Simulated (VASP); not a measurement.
Wanted: the native input for a VASP 6.6.1 run.

```
Task                   : single point
Functional             : LDA
Potentials or basis    : VASP PAW LDA potentials, release 64 (Ni)
Cutoff                 : 520 eV
k mesh                 : 15 × 15 × 15
Occupations            : gaussian, width 0.05 eV
Spin                   : collinear spin, ferromagnetic start
Starting moments       : [1.7] μB
Fixed moment           : 1.7 μB
Hubbard terms          : Ni d U = 4.2 eV
Dipole correction      : no
Further INCAR settings : ALGO = Normal; EDIFF = 1e-06; NBANDS = 15
```

The structure of Ni lies in POSCAR:

```
Ni
1.0
    0.0000000000      1.7810000000      1.7810000000
    1.7810000000      0.0000000000      1.7810000000
    1.7810000000      1.7810000000      0.0000000000
Ni
1
Direct
    0.0000000000      0.0000000000      0.0000000000
```

The input as run:

INCAR

```
  PREC = Accurate
  ENCUT = 520
  EDIFF = 1E-6
  ISMEAR = 0
  SIGMA = 0.05
  LREAL = F
  LASPH = T
  NELM = 150
  ALGO = Normal
  ISIF = 2
  LWAVE = F
  LCHARG = F
  ISPIN = 2
  MAGMOM = 1.7
  LORBIT = 11
  NUPDOWN = 1.7
  LMAXMIX = 4
  LDAU = T
  LDAUTYPE = 2
  LDAUL = 2
  LDAUU = 4.2
  LDAUJ = 0
  LDAUPRINT = 1
  GGA = CA
  NBANDS = 15
```

KPOINTS

```
Automatic mesh
0
Gamma
  15 15 15
```

Potentials or basis: VASP PAW LDA potentials, release 64 (Ni).

Run with:

```sh
$ cat potpaw_LDA.64/Ni/POTCAR > POTCAR
$ mpirun -np 1 vasp_std > vasp.out
```

Results of the run:

```
Pressure                                              : -9.7 GPa
Net moment                                            : 1.70 μB per cell
Site moments                                          : Ni +1.62 μB
Valence electrons inside the program's atomic spheres : Ni 9.28
```

Caveat: the total moment is fixed, so each spin has its own Fermi level; the U is typed as a test and isn't derived for this compound.

Run time: 28 s on 1 thread of Intel(R) Xeon(R) Platinum 8488C (Sapphire Rapids) (shared host), peak memory 0.14 GiB.
